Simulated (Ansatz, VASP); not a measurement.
# BO in VASP and in Ansatz

```
B O
1.0
     4.06354    0.00000    0.00000
    -2.03177    3.51913    0.00000
     0.00000    0.00000    3.00440
B O
3 3
Direct
  0.50000 0.00000 0.00000
  0.50000 0.50000 0.00000
  0.00000 0.50000 0.00000
  0.00000 0.00000 0.00000
  0.33333 0.66667 0.50000
  0.66667 0.33333 0.50000
```

Alike in both runs: functional PBE; k mesh 6 × 6 × 6; occupations gaussian, width 0.1 eV; no spin polarisation.

Ansatz relaxed the structure, and its values are those at the end. VASP's run is a single point on that final structure, the one shown.

|  | VASP | Ansatz |
| --- | --- | --- |
| version | VASP 6.6.1 | Ansatz 0.2.0 |
| potentials or method | VASP PAW PBE potentials, release 64 (B, O), cutoff 520 eV | scalar-relativistic, plane waves, PAW |
| valence electrons in the cell | 27 | 27 |

|  | VASP | Ansatz | Ansatz less VASP |
| --- | --- | --- | --- |
| gap on the k mesh at the Fermi level (eV) | none | none | - |
| pressure (GPa) | 0.0 | 0.1 | +0.10 |

A gap of «none» marks a metal or a gap that the smearing closes.
